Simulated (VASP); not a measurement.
In2BiSb:

```
Sb In Bi
1.0
     4.62472    0.00000    0.00000
     0.00000    4.62472    0.00000
     0.00000    0.00000    6.54034
Sb In Bi
1 2 1
Direct
  0.00000 0.00000 0.00000
  0.00000 0.50000 0.75000
  0.50000 0.00000 0.25000
  0.50000 0.50000 0.50000
```

| Item | Value |
| --- | --- |
| Program | VASP 6.6.1 |
| Task | relaxation of cell and atoms |
| Functional | PBE |
| Potentials or basis | VASP PAW PBE potentials, release 64 (Sb, In_d, Bi_d) |
| Cutoff | 600 eV |
| k mesh | 6 × 6 × 4 |
| Occupations | fermi-dirac, width 0.02 eV |
| Spin | no spin polarisation |

At the start: pressure 3.9 GPa; volume 34.97 Å³/atom.

Problem. How do energy, volume and symmetry change on relaxing?

Solution. Over 7 steps the energy falls by 41.9 meV/atom and the volume is 38.37 Å³/atom (+9.7 %); space group P-4m2 (No. 115, to 0.1 Å) before and after.

Step by step:
```csv
step,energy change (eV),largest force (eV/Å),pressure (GPa),volume (Å³)
1,0.0000,0.4418,3.88,139.88
2,-0.1505,0.1790,-0.87,157.74
3,-0.1607,0.2254,-0.06,153.74
4,-0.1607,0.2214,-0.13,154.02
5,-0.1648,0.1392,-0.12,153.82
6,-0.1675,0.0246,-0.01,153.41
7,-0.1675,0.0004,-0.01,153.47
```

Final structure:
```
Sb In Bi
1.0
     4.77720    0.00000    0.00000
     0.00000    4.77720    0.00000
     0.00000    0.00000    6.72479
Sb In Bi
1 2 1
Cartesian
  0.0000 0.0000 0.0000
  0.0000 2.3886 5.0905
  2.3886 0.0000 1.6343
  2.3886 2.3886 3.3624
```
